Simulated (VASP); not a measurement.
Set up this calculation in VASP 6.6.1, as the native input.

```yaml
Task: single point
Functional: LDA
Potentials_or_basis: VASP PAW LDA potentials, release 64 (C_h)
Cutoff: 1300 eV
k_mesh: 13 × 13 × 13
Occupations: gaussian, width 0.05 eV
Spin: no spin polarisation
Dipole_correction: no
Further_INCAR_settings: ALGO = Normal; EDIFF = 1e-06; NBANDS = 11
```

The structure of C lies in POSCAR:

```
C
1.0
    0.0000000000      1.7469644787      1.7469644787
    1.7469644787      0.0000000000      1.7469644787
    1.7469644787      1.7469644787      0.0000000000
C
2
Direct
    0.7500000000      0.7500000000      0.7500000000
    0.5000000000      0.5000000000      0.5000000000
```

The input as run:

INCAR

```
PREC = Accurate
ENCUT = 1300
EDIFF = 1E-6
ISMEAR = 0
SIGMA = 0.05
LREAL = False
LASPH = True
NELM = 120
ALGO = Normal
ISIF = 2
LWAVE = False
LCHARG = True
LELF = True
LVHAR = True
NBANDS = 11
GGA_COMPAT = False
```

KPOINTS

```
Automatic mesh
0
Gamma
  13 13 13
```

Potentials or basis: VASP PAW LDA potentials, release 64 (C_h).

The run is started by

```console
$ cat potpaw_LDA.64/C_h/POTCAR > POTCAR
$ mpirun -np 1 vasp_std > vasp.out
```

It gave:

The pressure is 17.0 GPa and the band gap on the k mesh is 4.26 eV (least direct gap 5.72 eV).

Caveat: the cell stands under pressure; an odd mesh through Γ misses points on the zone boundary, where band edges can lie.

Run time: 18 s on 1 thread of Intel(R) Xeon(R) Platinum 8488C (Sapphire Rapids), with other jobs on the host, peak memory 0.15 GiB.
